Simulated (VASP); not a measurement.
# Br in VASP: further runs, part 2 of 2

VASP 6.6.1.

**5. Single point, PBE (36.03 Å³/atom)**

This run uses another cell than the first one, of 36.03 Å³/atom.

Input file INCAR:

```
PREC = Accurate ; ENCUT = 520
EDIFF = 1E-6 ; ISMEAR = -1
SIGMA = 0.05 ; LREAL = False
LASPH = True ; NELM = 100
ALGO = Normal ; ISIF = 2
LWAVE = False ; LCHARG = False
GGA = PE ; NBANDS = 22
```

Input file KPOINTS:

```
Automatic mesh
0
Gamma
  7 7 3
```

Input file POSCAR:

```
Br
1.0
    3.4292128250     -2.3681017607      0.0000000000
    3.4292128250      2.3681017607      0.0000000000
    0.0000000000      0.0000000000      8.8729766646
Br
4
Direct
    0.3651000000      0.6349000000      0.3901000000
    0.1349000000      0.8651000000      0.8901000000
    0.6349000000      0.3651000000      0.6099000000
    0.8651000000      0.1349000000      0.1099000000
```

Potentials or basis: VASP PAW PBE potentials, release 64 (Br).

Started as:

```
$ cat potpaw_PBE.64/Br/POTCAR > POTCAR
$ mpirun -np 1 vasp_std > vasp.out
```

OUTCAR:

```text
PREC = Accurate
   ENCUT = 520
   EDIFF = 1E-6
   ISMEAR = -1
   LREAL = False
   LASPH = True
   NELM = 100
   ISIF = 2
   GGA = PE

 ion  position               nearest neighbor table
   1  0.365  0.635  0.390-   3 2.33
   2  0.135  0.865  0.890-   4 2.33
   3  0.635  0.365  0.610-   1 2.33
   4  0.865  0.135  0.110-   2 2.33

  LATTYP: Found a base centered orthorhombic cell.
 ALAT       =     4.7362035214
 B/A-ratio  =     1.4480850789
 C/A-ratio  =     1.8734365245

[... 199 lines left out ...]
      6      -4.5853      2.00000
[... 589 lines left out ...]
     21       8.8422      0.00000
     22       9.0045      0.00000

 [... further k-points ...]
[... 5 lines left out ...]
  --------------------------------------------------------------------------------------
  -------------------------------------------------------------------------------------
  Total        0.7737049     -0.1807180      0.0341893      0.0000000     -0.0000000      0.0000000
  in kB        8.6018481     -2.0091760      0.3801075      0.0000000     -0.0000000      0.0000000
  external PRESSURE =       2.3242599 kB  Pullay stress =       0.0000000 kB

 VOLUME and BASIS-vectors are now :
 -----------------------------------------------------------------------------
  energy-cutoff  :      520.00
  volume of cell :      144.11
      direct lattice vectors                 reciprocal lattice vectors
     3.429212825 -2.368101761  0.000000000     0.145806057 -0.211139575  0.000000000
     3.429212825  2.368101761  0.000000000     0.145806057  0.211139575  0.000000000
     0.000000000  0.000000000  8.872976665     0.000000000  0.000000000  0.112701750

 POSITION                                       TOTAL-FORCE (eV/Angst)
 -----------------------------------------------------------------------------------
      3.42921      0.63891      3.46135         0.000000      0.062587     -0.258569
      3.42921      1.72919      7.89784         0.000000     -0.062587     -0.258569
      3.42921     -0.63891      5.41163         0.000000     -0.062587      0.258569
      3.42921     -1.72919      0.97514         0.000000      0.062587      0.258569
 -----------------------------------------------------------------------------------
    total drift:                               -0.000000      0.000000     -0.000000

  FREE ENERGIE OF THE ION-ELECTRON SYSTEM (eV)
  ---------------------------------------------------
  free  energy   TOTEN  =        -6.4234350590 eV

  energy  without entropy=       -6.4234350413  energy(sigma->0) =       -6.42343505
```

stdout:

```text
POSCAR found type information on POSCAR Br
 POSCAR found :  1 types and       4 ions
 scaLAPACK will be used
 LDA part: xc-table for (Slater+PW92), standard interpolation
 POSCAR, INCAR and KPOINTS ok, starting setup
 FFT: planning ... GRIDC
 FFT: planning ... GRID_SOFT
 FFT: planning ... GRID
 WAVECAR not read
 entering main loop
```

Run time: 2.6 min. Hardware: 1 thread of Oxide Virtual Turin-like, shared host; peak memory 0.23 GiB.

What came out:

* Free energy: -6.4234 eV
* Pressure: 0.2 GPa
* Largest force: 0.266 eV/Å
* Band gap on the k mesh: 1.73 eV (least direct gap 1.75 eV)

Forces in eV/Å, atoms in the order of the input:
```
Br   0.000  0.063 -0.259
Br   0.000 -0.063 -0.259
Br   0.000 -0.063  0.259
Br   0.000  0.063  0.259
```

Caveat: this functional lacks dispersion, which holds the molecules together, so the pressure and a relaxed volume are unreliable. A k mesh can miss the band edges.

**6. Single point, PBE (atoms moved at random)**

Input file INCAR:

```
ALGO = Normal
EDIFF = 1E-6
ENCUT = 520
GGA = PE
ISIF = 2
ISMEAR = -1
LASPH = T
LCHARG = T
LELF = T
LREAL = F
LVHAR = T
LWAVE = F
NBANDS = 22
NELM = 80
PREC = Accurate
SIGMA = 0.05
```

Input file KPOINTS:

```
k-points
0
Gamma
  7 7 3
```

Input file POSCAR:

```
Br
1.0
    3.3632500000     -2.3225500000      0.0000000000
    3.3632500000      2.3225500000      0.0000000000
    0.0000000000      0.0000000000      8.7023000000
Br
4
Direct
    0.3621020000      0.6445660000      0.3855480000
    0.1382910000      0.8654850000      0.8867080000
    0.6266160000      0.3541320000      0.6135070000
    0.8622700000      0.1297720000      0.1018520000
```

Potentials or basis: VASP PAW PBE potentials, release 64 (Br).

Started as:

```
$ cat potpaw_PBE.64/Br/POTCAR > POTCAR
$ mpirun -np 1 vasp_std > vasp.out
```

Wall time 4.9 min (1 thread of Oxide Virtual Turin-like, shared host); peak memory 0.29 GiB.

Results (log left out):

| Property | Result |
| --- | --- |
| Free energy | -6.3586 eV |
| Pressure | 1.4 GPa |
| Largest force | 1.435 eV/Å |
| Band gap on the k mesh | 1.71 eV (least direct gap 1.77 eV) |

Forces in eV/Å, atoms in the order of the input:
```
Br  -0.057 -0.078  0.031
Br  -0.022 -0.691 -1.218
Br   0.066  0.082 -0.073
Br   0.013  0.688  1.260
```

Stress tensor (GPa, compression positive):
```
 1.25 -0.04 -0.01
-0.04  0.85  1.96
-0.01  1.96  2.05
```

Levels at points of the mesh, in eV from the valence-band top:
| k point | band 12 | band 13 | band 14 | band 15 | band 16 | band 17 |
| --- | --- | --- | --- | --- | --- | --- |
| (0.00, 0.00, 0.00) | -0.38 | -0.11 | -0.04 | 1.73 | 2.59 | 6.00 |

Caveat: the cell differs from its parent crystal (atoms moved at random); this functional lacks dispersion, which holds the molecules together, so the pressure and a relaxed volume are unreliable; forces of over 1 eV/Å act on the atoms, so gaps and moduli don't describe the material at rest. A k mesh can miss the band edges.

**7. Overview**

```csv
cell,gap on the mesh (eV),pressure (GPa),largest force (eV/Å)
"a = 4.032, b = 4.032, c = 8.585 Å, angles 90.0, 90.0, 69.3°, 4 atoms, atomic positions A",2.04,3.3,1.38
"a = 4.114, b = 4.114, c = 8.760 Å, angles 90.0, 90.0, 69.3°, 4 atoms, atomic positions A",1.84,1.3,0.66
"a = 4.141, b = 4.141, c = 8.817 Å, angles 90.0, 90.0, 69.3°, 4 atoms, atomic positions A",1.78,0.7,0.45
"a = 4.167, b = 4.167, c = 8.873 Å, angles 90.0, 90.0, 69.3°, 4 atoms, atomic positions A",1.73,0.2,0.27
"a = 4.087, b = 4.087, c = 8.702 Å, angles 90.0, 90.0, 69.3°, 4 atoms, atomic positions B",1.71,1.4,1.44
```

Alike in all rows: task single point; level PBE; potentials or basis VASP PAW PBE potentials, release 64 (Br); no spin polarisation; k mesh 7 × 7 × 3; cutoff (eV) 520; smearing fermi-dirac 0.05 eV.

Caveats: this functional lacks dispersion, which holds the molecules together, so the pressure and a relaxed volume are unreliable; forces of over 1 eV/Å act on the atoms, so gaps and moduli don't describe the material at rest (at least some runs); the cell stands under pressure (at least some runs).

Total energies depend on the potentials used, so only differences within one code and one set of settings carry meaning.
